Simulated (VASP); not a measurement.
# Be (P4_322) in VASP: further runs

The runs below take Be through single point, relaxation of cell and atoms, with PBE.

All numbers are computed with VASP 6.6.1; they aren't measurements. Logs are shortened: lines on timing, memory, paths and dates and some standing lists are left out, and cuts for length are marked.

## Step 1: The cell of the first run

It takes space group P4_322 (No. 95, tetragonal). Conventional cell: a = 5.309 Å, b = 5.309 Å, c = 4.234 Å, α = 90.00°, β = 90.00°, γ = 90.00°. Within 2.7 Å of Be (site symmetry 2) lie 6 Be at 2.03 to 2.31 Å. Be (site symmetry 1) has 9 Be at 2.03 to 2.50 Å within 2.7 Å.

The cell was built from a structure type or drawn by symmetry, and may not be a known phase.

## Step 2: Single point, PBE

The input, INCAR:

```
SYSTEM = Be
ALGO = Fast ; EDIFF = 1E-6
ENCUT = 520 ; GGA = PE
ISIF = 2 ; ISMEAR = 0
LASPH = .True. ; LCHARG = .False.
LREAL = .False. ; LWAVE = .False.
NBANDS = 24 ; NELM = 100
PREC = Accurate ; SIGMA = 0.1
```

The input, KPOINTS:

```
k-points
0
Gamma
  8 8 10
  0 0 0
```

The input, POSCAR:

```
Be
1.0
    5.3088362425      0.0000000000      0.0000000000
    0.0000000000      5.3088362425      0.0000000000
    0.0000000000      0.0000000000      4.2335054698
Be
12
Direct
    0.8355046694      0.8355046694      0.6250000000
    0.1644953306      0.1644953306      0.1250000000
    0.1644953306      0.8355046694      0.3750000000
    0.8355046694      0.1644953306      0.8750000000
    0.2353402322      0.5267527811      0.0020834948
    0.7646597678      0.4732472189      0.5020834948
    0.4732472189      0.2353402322      0.7520834948
    0.5267527811      0.7646597678      0.2520834948
    0.7646597678      0.5267527811      0.9979165052
    0.2353402322      0.4732472189      0.4979165052
    0.5267527811      0.2353402322      0.2479165052
    0.4732472189      0.7646597678      0.7479165052
```

Potentials or basis: VASP PAW PBE potentials, release 64 (Be).

The run is started by

```sh
cat potpaw_PBE.64/Be/POTCAR > POTCAR
mpirun -np 1 vasp_std > vasp.out
```

OUTCAR:

```text
SYSTEM = Be
   EDIFF = 1E-6
   ENCUT = 520
   GGA = PE
   ISIF = 2
   ISMEAR = 0
   LASPH = .True.
   LREAL = .False.
   NELM = 100
   PREC = Accurate

 ion  position               nearest neighbor table
   1  0.836  0.836  0.625-   6 2.03  12 2.03   3 2.04   4 2.04   9 2.31   8 2.31
   2  0.164  0.164  0.125-   5 2.03  11 2.03   3 2.04   4 2.04  10 2.31   7 2.31
   3  0.164  0.836  0.375-   8 2.03  10 2.03   1 2.04   2 2.04   5 2.31  12 2.31
   4  0.836  0.164  0.875-   7 2.03   9 2.03   1 2.04   2 2.04   6 2.31  11 2.31
   5  0.235  0.527  0.002-   2 2.03  12 2.09  10 2.12  10 2.15   8 2.26   7 2.26   3 2.31
   6  0.765  0.473  0.502-   1 2.03  11 2.09   9 2.12   9 2.15   8 2.26   7 2.26   4 2.31
   7  0.473  0.235  0.752-   4 2.03  10 2.09  11 2.12  11 2.15   6 2.26   5 2.26   2 2.31
   8  0.527  0.765  0.252-   3 2.03   9 2.09  12 2.12  12 2.15   6 2.26   5 2.26   1 2.31
   9  0.765  0.527  0.998-   4 2.03   8 2.09   6 2.12   6 2.15  11 2.26  12 2.26   1 2.31
  10  0.235  0.473  0.498-   3 2.03   7 2.09   5 2.12   5 2.15  11 2.26  12 2.26   2 2.31
  11  0.527  0.235  0.248-   2 2.03   6 2.09   7 2.12   7 2.15   9 2.26  10 2.26   4 2.31
  12  0.473  0.765  0.748-   1 2.03   5 2.09   8 2.12   8 2.15   9 2.26  10 2.26   3 2.31

  LATTYP: Found a simple tetragonal cell.
 ALAT       =     5.3088362425
 C/A-ratio  =     0.7974451041

  Lattice vectors:

 A1 = (   5.3088362425,   0.0000000000,   0.0000000000)
 A2 = (   0.0000000000,   5.3088362425,   0.0000000000)
 A3 = (   0.0000000000,   0.0000000000,   4.2335054698)

Analysis of symmetry for initial positions (statically):
=====================================================================
 Subroutine PRICEL returns:
 Original cell was already a primitive cell.

 Routine SETGRP: Setting up the symmetry group for a
 simple tetragonal supercell.

 Subroutine GETGRP returns: Found  8 space group operations
 (whereof  2 operations were pure point group operations)
 out of a pool of 16 trial point group operations.

The static configuration has the point symmetry C_2 .
 The point group associated with its full space group is D_4 .

Analysis of symmetry for dynamics (positions and initial velocities):
=====================================================================
 Subroutine PRICEL returns:
 Original cell was already a primitive cell.

 Routine SETGRP: Setting up the symmetry group for a
 simple tetragonal supercell.

 Subroutine GETGRP returns: Found  8 space group operations
 (whereof  2 operations were pure point group operations)
 out of a pool of 16 trial point group operations.

The dynamic configuration has the point symmetry C_2 .
 The point group associated with its full space group is D_4 .

 Subroutine INISYM returns: Found  8 space group operations
 (whereof  2 operations are pure point group operations),
 and found     1 'primitive' translations

----------------------------------------------------------------------------------------

                                     Primitive cell

  volume of cell :     119.3160

  direct lattice vectors                    reciprocal lattice vectors
     5.308836242  0.000000000  0.000000000     0.188365200  0.000000000  0.000000000
     0.000000000  5.308836242  0.000000000     0.000000000  0.188365200  0.000000000
     0.000000000  0.000000000  4.233505470     0.000000000  0.000000000  0.236210868

  length of vectors
     5.308836242  5.308836242  4.233505470     0.188365200  0.188365200  0.236210868

  position of ions in fractional coordinates (direct lattice)
     0.835504669  0.835504669  0.625000000
     0.164495331  0.164495331  0.125000000
     0.164495331  0.835504669  0.375000000
     0.835504669  0.164495331  0.875000000
     0.235340232  0.526752781  0.002083495
     0.764659768  0.473247219  0.502083495
     0.473247219  0.235340232  0.752083495
     0.526752781  0.764659768  0.252083495
     0.764659768  0.526752781  0.997916505
     0.235340232  0.473247219  0.497916505
     0.526752781  0.235340232  0.247916505
     0.473247219  0.764659768  0.747916505

  ion indices of the primitive-cell ions
   primitive index   ion index
                 1           1
                 2           2
                 3           3
                 4           4
                 5           5
                 6           6
                 7           7
                 8           8
                 9           9
                10          10
                11          11
                12          12

----------------------------------------------------------------------------------------

 KPOINTS: k-points

Automatic generation of k-mesh.
 Grid dimensions read from file:
 generate k-points for:    8    8   10

 Generating k-lattice:

  Cartesian coordinates                     Fractional coordinates (reciprocal lattice)
     0.023545650  0.000000000  0.000000000     0.125000000  0.000000000  0.000000000
     0.000000000  0.023545650  0.000000000     0.000000000  0.125000000  0.000000000
     0.000000000  0.000000000  0.023621087     0.000000000  0.000000000  0.100000000

  Length of vectors
     0.023545650  0.023545650  0.023621087

  Shift w.r.t. Gamma in fractional coordinates (k-lattice)
     0.000000000  0.000000000  0.000000000

 Subroutine IBZKPT returns following result:
 ===========================================

 Found     90 irreducible k-points:

 Following reciprocal coordinates:
            Coordinates               Weight
  0.000000  0.000000  0.000000      1.000000
  0.125000  0.000000  0.000000      4.000000
  0.250000  0.000000  0.000000      4.000000
  0.375000  0.000000  0.000000      4.000000
  0.500000  0.000000  0.000000      2.000000
  0.125000  0.125000  0.000000      4.000000
[... 16 lines left out ...]
  0.375000  0.125000  0.100000     16.000000
  0.500000  0.125000  0.100000      8.000000
 [... further k-points ...]
   k-points           NKPTS =     90   k-points in BZ     NKDIM =     90   number of bands    NBANDS=     24
   number of dos      NEDOS =    301   number of ions     NIONS =     12
   total plane-waves  NPLWV =  51200
   dimension x,y,z NGX =    40 NGY =   40 NGZ =   32
   dimension x,y,z NGXF=    80 NGYF=   80 NGZF=   64
   ions per type =              12
   NGX,Y,Z   is equivalent  to a cutoff of  12.53, 12.53, 12.57 a.u.
   NGXF,Y,Z  is equivalent  to a cutoff of  25.05, 25.05, 25.13 a.u.
 SYSTEM =  Be
   PREC   = accura    normal or accurate (medium, high low for compatibility)
   ISTART =      0    job   : 0-new  1-cont  2-samecut
   ICHARG =      2    charge: 1-file 2-atom 10-const
   ISPIN  =      1    spin polarized calculation?
   LNONCOLLINEAR =      F non collinear calculations
   LSORBIT =      F    spin-orbit coupling
   LASPH  =      T    aspherical Exc in radial PAW
   ENCUT  =  520.0 eV  38.22 Ry    6.18 a.u.   9.87  9.87  7.87*2*pi/ulx,y,z
   NELM   =    100;   NELMIN=  2; NELMDL= -5     # of ELM steps
   EDIFF  = 0.1E-05   stopping-criterion for ELM
   LREAL  =      F    real-space projection
   EDIFFG = 0.1E-04   stopping-criterion for IOM
   NSW    =      0    number of steps for IOM
   IBRION =     -1    ionic relax: 0-MD 1-quasi-New 2-CG
   NFREE  =      0    steps in history (QN), initial steepest desc. (CG)
   ISIF   =      2    stress and relaxation
   ISYM   =      2    0-nonsym 1-usesym 2-fastsym
   POTIM  = 0.5000    time-step for ionic-motion
   TEBEG  =    0.0;   TEEND  =   0.0 temperature during run
   PSTRESS=    0.0 pullay stress
   NELECT =      24.0000    total number of electrons
   NUPDOWN=      -1.0000    fix difference up-down
   EMIN   =  10.00;   EMAX   =-10.00  energy-range for DOS
   EFERMI =   0.00;   METHOD = LEGACY
   ISMEAR =     0;   SIGMA  =   0.10  broadening in eV -4-tet -1-fermi 0-gaus
   EFERMI_NEDOS =   21; number of points for ismear=-14 and -15
   IALGO  =     68    algorithm
   IMIX   =      4    mixing-type and parameters
     AMIX     =   0.40;   BMIX     =  1.00
     AMIX_MAG =   1.60;   BMIX_MAG =  1.00
  volume/ion in A,a.u.               =       9.94        67.10
  Fermi-wavevector in a.u.,A,eV,Ry     =   0.959207  1.812638 12.518421  0.920078
  Thomas-Fermi vector in A             =   2.088383
   LORBIT       =      0    0 simple, 1 ext, 2 COOP (PROOUT), +10 PAW based schemes
   GGA     = PE    functional components
   LHFCALC =     F    Hartree Fock is set to
   AEXX    =    0.0000 exact exchange contribution
   IVDW    =     0    specifies the selected vdW correction
   LEPSILON=     F    determine dielectric tensor
   LRPA    =     F    only Hartree local field effects (RPA)
 non-spin polarized calculation
 RMM-DIIS sequential band-by-band and
 Gauss-broadening in eV      SIGMA  =   0.10
  energy-cutoff  :      520.00
  volume of cell :      119.32
 maximum number of plane-waves:      3256
 NGX is ok and might be reduce to    40
   NGX = 19   NGY = 19   NGZ = 15

 number of electron      24.0000000 magnetization

 Free energy of the ion-electron system (eV)
  ---------------------------------------------------
  ext. energy  EPLUGINS =         0.00000000
  ---------------------------------------------------
  free energy    TOTEN  =       -38.48763483 eV

  energy without entropy =      -38.46741044  energy(sigma->0) =      -38.47752264

 E-fermi :   4.3433     XC(G=0):  -9.7365

 val. band max:        4.3418405436   @ k =   0.3750   0.0000   0.1000
 cond. band min:       4.3524630546   @ k =   0.5000   0.3750   0.1000
 fundamental gap:      0.0106225110
 Fermi energy:         4.3432771170

 k-point     1 :       0.0000    0.0000    0.0000
  band No.  band energies     occupation
      1      -5.1024      2.00000
      2      -1.0803      2.00000
      3      -1.0803      2.00000
      4      -0.8917      2.00000
      5      -0.7683      2.00000
      6       1.0351      2.00000
[... 16 lines left out ...]
     23      11.0899      0.00000
     24      11.0902      0.00000
[... 598 lines left out ...]
      2      -3.3953      2.00000
      3      -1.1741      2.00000
      4      -0.3954      2.00000
      5       0.3429      2.00000
      6       0.8896      2.00000
[... 16 lines left out ...]
     23      10.4970      0.00000
     24      10.7080      0.00000

 [... further k-points ...]
[... 5 lines left out ...]
  --------------------------------------------------------------------------------------
  -------------------------------------------------------------------------------------
  Total        0.0912265      0.0912265      0.0917247      0.0000000     -0.0000000      0.0000000
  in kB        1.2249913      1.2249913      1.2316806      0.0000000     -0.0000000      0.0000000
  external PRESSURE =       1.2272211 kB  Pullay stress =       0.0000000 kB

 VOLUME and BASIS-vectors are now :
 -----------------------------------------------------------------------------
  energy-cutoff  :      520.00
  volume of cell :      119.32
      direct lattice vectors                 reciprocal lattice vectors
     5.308836242  0.000000000  0.000000000     0.188365200  0.000000000  0.000000000
     0.000000000  5.308836242  0.000000000     0.000000000  0.188365200  0.000000000
     0.000000000  0.000000000  4.233505470     0.000000000  0.000000000  0.236210868

 POSITION                                       TOTAL-FORCE (eV/Angst)
 -----------------------------------------------------------------------------------
      4.43556      4.43556      2.64594         0.007402      0.007402      0.000000
      0.87328      0.87328      0.52919        -0.007402     -0.007402      0.000000
      0.87328      4.43556      1.58756        -0.007402      0.007402      0.000000
      4.43556      0.87328      3.70432         0.007402     -0.007402      0.000000
      1.24938      2.79644      0.00882        -0.005821      0.004445     -0.003585
      4.05945      2.51239      2.12557         0.005821     -0.004445     -0.003585
      2.51239      1.24938      3.18395        -0.004445     -0.005821     -0.003585
      2.79644      4.05945      1.06720         0.004445      0.005821     -0.003585
      4.05945      2.79644      4.22468         0.005821      0.004445      0.003585
      1.24938      2.51239      2.10793        -0.005821     -0.004445      0.003585
      2.79644      1.24938      1.04956         0.004445     -0.005821      0.003585
      2.51239      4.05945      3.16631        -0.004445      0.005821      0.003585
 -----------------------------------------------------------------------------------
    total drift:                               -0.000000      0.000000     -0.000000

  FREE ENERGIE OF THE ION-ELECTRON SYSTEM (eV)
  ---------------------------------------------------
  free  energy   TOTEN  =       -38.4876348294 eV

  energy  without entropy=      -38.4674104420  energy(sigma->0) =      -38.47752264
```

Wall time 3.5 min (1 thread of AMD EPYC 9R45 (Zen 5), shared host); peak memory 0.28 GiB.

Results:

- Free energy: -38.4876 eV
- Pressure: 0.1 GPa
- Largest force: 0.010 eV/Å
- Band gap on the k mesh: zero (bands 12 and 13 overlap by 1.30 eV)

Forces in eV/Å, atoms in the order of the input:
```
Be   0.007  0.007  0.000
Be  -0.007 -0.007  0.000
Be  -0.007  0.007  0.000
Be   0.007 -0.007  0.000
Be  -0.006  0.004 -0.004
Be   0.006 -0.004 -0.004
Be  -0.004 -0.006 -0.004
Be   0.004  0.006 -0.004
Be   0.006  0.004  0.004
Be  -0.006 -0.004  0.004
Be   0.004 -0.006  0.004
Be  -0.004  0.006  0.004
```

## Step 3: Relaxation of cell and atoms, PBE

This run uses another cell than the first one, of 12.10 Å³/atom.

The input, INCAR:

```
SYSTEM = Be
PREC = Accurate
ENCUT = 600
EDIFF = 1E-7
ISMEAR = 0
SIGMA = 0.1
LREAL = .False.
LASPH = .True.
NELM = 80
ALGO = Normal
ISIF = 3
LWAVE = .False.
LCHARG = .False.
GGA = PE
IBRION = 2
NSW = 90
EDIFFG = -0.04
```

The input, KPOINTS:

```
Automatic mesh
0
Gamma
  4 4 4
  0 0 0
```

The input, POSCAR:

```
Be
1.0
    5.2524850700      0.0000000000      0.0000000000
    0.0000000000      5.2524850700      0.0000000000
    0.0000000000      0.0000000000      5.2632498900
Be
12
Direct
    0.6278065100      0.6278065100      0.6250000000
    0.3721934900      0.3721934900      0.1250000000
    0.3721934900      0.6278065100      0.3750000000
    0.6278065100      0.3721934900      0.8750000000
    0.1594893800      0.5816881900      0.9103506100
    0.8405106200      0.4183118100      0.4103506100
    0.4183118100      0.1594893800      0.6603506100
    0.5816881900      0.8405106200      0.1603506100
    0.8405106200      0.5816881900      0.0896493900
    0.1594893800      0.4183118100      0.5896493900
    0.5816881900      0.1594893800      0.3396493900
    0.4183118100      0.8405106200      0.8396493900
```

Potentials or basis: VASP PAW PBE potentials, release 64 (Be).

The run is started by

```sh
cat potpaw_PBE.64/Be/POTCAR > POTCAR
mpirun -np 1 vasp_std > vasp.out
```

Run time: 33 min. Hardware: 1 thread of AMD EPYC 9R45 (Zen 5), shared host; peak memory 0.25 GiB.

Results (log left out):

```
Free energy                           : -38.4755 eV
Relaxed volume                        : 9.94 Å³/atom
Relaxed cell                          : a = 5.312 Å, b = 5.312 Å, c = 4.226 Å, α = 90.00°, β = 90.00°, γ = 90.00°
Space group after relaxing (to 0.1 Å) : P4_322 (No. 95)
Pressure after relaxing               : 0.0 GPa
Largest force after relaxing          : 0.034 eV/Å
Band gap on the k mesh                : zero (bands 12 and 13 overlap by 1.05 eV)
```

Forces on the atoms (eV/Å):
```
Be  -0.024 -0.024  0.000
Be   0.024  0.024  0.000
Be   0.024 -0.024  0.000
Be  -0.024  0.024  0.000
Be  -0.020 -0.020 -0.010
Be   0.020  0.020 -0.010
Be   0.020 -0.020 -0.010
Be  -0.020  0.020 -0.010
Be   0.020 -0.020  0.010
Be  -0.020  0.020  0.010
Be  -0.020 -0.020  0.010
Be   0.020  0.020  0.010
```

Stress tensor (GPa, compression positive):
```
-0.09  0.00  0.00
 0.00 -0.09  0.00
 0.00  0.00  0.05
```

Final structure:
```
Be
1.0
     5.31234    0.00000    0.00000
     0.00000    5.31234    0.00000
     0.00000    0.00000    4.22634
Be
12
Direct
  0.83616 0.83616 0.62500
  0.16384 0.16384 0.12500
  0.16384 0.83616 0.37500
  0.83616 0.16384 0.87500
  0.23365 0.52741 0.00206
  0.76635 0.47259 0.50206
  0.47259 0.23365 0.75206
  0.52741 0.76635 0.25206
  0.76635 0.52741 0.99794
  0.23365 0.47259 0.49794
  0.52741 0.23365 0.24794
  0.47259 0.76635 0.74794
```

Levels at points of the mesh, in eV from the Fermi level:
| k point | band 10 | band 11 | band 12 | band 13 | band 14 | band 15 |
| --- | --- | --- | --- | --- | --- | --- |
| (0.00, 0.00, 0.00) | -1.12 | -0.54 | -0.54 | -0.18 | 1.48 | 1.48 |
| (0.50, 0.00, 0.00) | -1.60 | -0.91 | -0.43 | 1.32 | 1.83 | 2.29 |
| (0.50, 0.50, 0.00) | -0.99 | -0.88 | -0.88 | 0.51 | 0.51 | 1.44 |
| (0.00, 0.00, 0.50) | -3.40 | -0.94 | -0.94 | 0.44 | 0.44 | 1.90 |
| (0.50, 0.00, 0.50) | -2.55 | -1.27 | -1.27 | 0.23 | 0.23 | 2.33 |
| (0.50, 0.50, 0.50) | 0.31 | 0.58 | 0.58 | 1.36 | 1.36 | 2.70 |

Caveat: the volume moved by over 15 % at a fixed basis, so the end points are rough.
